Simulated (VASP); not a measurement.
## Al: single point with PBEsol

Crystal: Al.

```xyz
32
Lattice="8.2328 0.0000 0.0000 0.0000 8.2328 0.0000 0.0000 0.0000 8.2328" Properties=species:S:1:pos:R:3 pbc="T T T"
Al    4.0448   -0.0390    0.4434
Al    6.3368    2.2324    0.0331
Al    6.0568   -0.0064    2.2311
Al    0.2539    0.0777    0.0678
Al    2.0212    2.0131    0.1172
Al    4.1815    3.9969    0.1580
Al    5.8830    6.1447    0.1011
Al    2.1150   -0.2684    2.2900
Al    4.1320    1.9381    1.8537
Al    6.0026    4.0799    2.1184
Al    3.7795   -0.4351    4.3595
Al    6.1763    1.6951    4.2551
Al    6.2291   -0.1500    6.4877
Al    0.2461    4.0203    0.0894
Al    2.2838    6.2723    0.1009
Al    0.0753    1.5420    2.1099
Al    2.1446    4.1670    1.8466
Al    4.3983    6.0107    2.2003
Al   -0.1946   -0.1175    4.2660
Al    2.2080    2.0237    3.8110
Al    4.1581    3.9614    4.2175
Al    6.2506    5.8565    4.2099
Al    2.0527   -0.0704    6.4694
Al    4.2079    2.1651    6.4311
Al    6.0255    3.9830    6.2250
Al    0.1453    6.1190    1.8736
Al    0.0332    4.0501    3.5484
Al    1.6559    6.3722    4.2169
Al    0.0594    2.0546    6.2237
Al    2.1502    3.9216    6.4189
Al    3.9426    6.2707    6.2886
Al   -0.3463    6.0645    6.4676
```

| Property | Result |
| --- | --- |
| Program | VASP 6.6.1 |
| Task | single point |
| Functional | PBEsol |
| Potentials or basis | VASP PAW PBE potentials, release 64 (Al) |
| Cutoff | 520 eV |
| k mesh | 2 × 2 × 2 |
| Occupations | fermi-dirac, width 0.1 eV |
| Spin | no spin polarisation |
| Dipole correction | no |
| Further INCAR settings | LREAL = Auto; ALGO = Normal; EDIFF = 1e-06; NBANDS = 70 |

| Property | Result |
| --- | --- |
| Pressure | -0.3 GPa |
| Largest force | 1.993 eV/Å |
| Band gap on the k mesh | zero (bands 48 and 49 overlap by 0.41 eV) |

Forces on the atoms (eV/Å):
```
Al   0.381 -0.543 -1.474
Al   0.212 -0.720  0.280
Al   0.260 -0.483 -0.257
Al  -1.092 -0.945 -0.211
Al   0.526 -0.079 -0.030
Al  -0.147  0.496 -0.510
Al   0.796 -0.092 -0.146
Al   0.051  0.469 -0.583
Al   0.315  0.967  1.354
Al   0.952 -0.916 -0.175
Al   1.277  1.343 -0.735
Al  -0.615  0.799  0.269
Al  -0.617  0.771 -0.182
Al  -1.071  0.167 -0.163
Al  -0.583 -0.640  0.126
Al  -0.321  1.184  0.434
Al   0.492 -0.030  0.978
Al  -1.507  0.561  0.432
Al  -0.014  0.039  0.331
Al  -0.232  0.130  0.692
Al  -0.415 -0.022 -0.046
Al  -0.071  0.622  0.192
Al   0.097  0.500 -0.692
Al  -0.386 -1.377 -0.329
Al   0.682  0.585 -0.069
Al  -0.688  0.433 -0.157
Al   0.288 -0.617  0.746
Al   0.009 -1.862  0.653
Al  -0.118  0.004 -0.360
Al  -0.008  0.672 -0.677
Al   0.604 -1.130  0.419
Al   0.942 -0.283 -0.112
```

Stress tensor (GPa, compression positive):
```
-0.57 -0.17 -0.51
-0.17 -0.30 -0.23
-0.51 -0.23 -0.02
```

Levels at points of the mesh, in eV from the Fermi level:
| k point | band 46 | band 47 | band 48 | band 49 | band 50 | band 51 |
| --- | --- | --- | --- | --- | --- | --- |
| (0.00, 0.00, 0.00) | -0.04 | 0.08 | 0.17 | 0.35 | 0.45 | 0.67 |
| (0.50, 0.00, 0.00) | -0.15 | -0.10 | 0.00 | 0.14 | 0.17 | 0.28 |
| (0.00, 0.50, 0.00) | -0.22 | -0.14 | -0.07 | 0.02 | 0.21 | 0.24 |
| (0.00, 0.00, 0.50) | -0.41 | -0.24 | 0.00 | 0.08 | 0.23 | 0.33 |
| (0.50, 0.50, 0.00) | -0.48 | -0.30 | -0.22 | 0.74 | 0.79 | 0.85 |
| (0.00, 0.50, 0.50) | -0.45 | -0.35 | 0.03 | 0.68 | 0.74 | 0.85 |
| (0.50, 0.00, 0.50) | -0.45 | -0.22 | -0.07 | 0.57 | 0.84 | 0.88 |
| (0.50, 0.50, 0.50) | -0.45 | -0.39 | -0.29 | -0.24 | -0.16 | -0.14 |

Run time: 4.3 min on 1 thread of Intel(R) Xeon(R) 6975P-C (Granite Rapids) (shared host), peak memory 0.61 GiB.

Caveat: the k points lie up to 0.38 Å⁻¹ apart; the PAW data sets were made with another functional, which shifts forces and pressure a little.
